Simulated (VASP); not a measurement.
## HfSb3Pb2: single point with PBE

Crystal: HfSb3Pb2.

```
Hf Sb Pb
1.0
     6.07805    0.00000    0.00000
    -3.03902    5.26374    0.00000
     0.00000    0.00000    5.81442
Hf Sb Pb
1 3 2
Cartesian
  0.0000 0.0000 0.0000
  3.0390 0.0000 2.9072
  -1.5195 2.6319 2.9072
  1.5195 2.6319 2.9072
  0.0000 3.5092 0.0000
  3.0390 1.7546 0.0000
```

The cell was built from a structure type or drawn by symmetry, and may not be a known phase.

```json
{"Program": "VASP 6.6.1", "Task": "single point", "Functional": "PBE", "Potentials or basis": "VASP PAW PBE potentials, release 64 (Hf_pv, Sb, Pb_d)", "Cutoff": "520 eV", "k mesh": "6 × 6 × 6", "Occupations": "gaussian, width 0.1 eV", "Spin": "no spin polarisation", "Dipole correction": "no", "Further INCAR settings": "ALGO = Normal; EDIFF = 1e-06; NBANDS = 36"}
```

```json
{
  "Pressure": "-0.1 GPa",
  "Band gap on the k mesh": "zero (an odd number of electrons rules out a gap without spin polarisation)"
}
```

Stress tensor (GPa, compression positive):
```
-0.06  0.00  0.00
 0.00 -0.06  0.00
 0.00  0.00 -0.15
```

Levels at points of the mesh, in eV from the Fermi level:
| k point | band 24 | band 25 | band 26 | band 27 | band 28 | band 29 | band 30 | band 31 |
| --- | --- | --- | --- | --- | --- | --- | --- | --- |
| (0.00, 0.00, 0.00) | -1.78 | -1.17 | -0.26 | -0.26 | 0.08 | 0.18 | 0.18 | 0.94 |
| (0.50, 0.00, 0.00) | -1.14 | -1.00 | -0.94 | -0.85 | -0.31 | 0.75 | 0.76 | 1.00 |
| (0.00, 0.00, 0.50) | -1.43 | -0.09 | -0.01 | -0.01 | 0.45 | 0.96 | 0.96 | 1.21 |
| (0.50, 0.00, 0.50) | -0.62 | -0.57 | -0.31 | -0.30 | 0.01 | 0.03 | 0.50 | 1.04 |

Wall time 2.2 min on 1 thread of Intel(R) Xeon(R) 6975P-C (Granite Rapids), on a shared host, peak memory 0.43 GiB.

Caveat: spin-orbit coupling is left out, which moves the levels of the heavy elements.
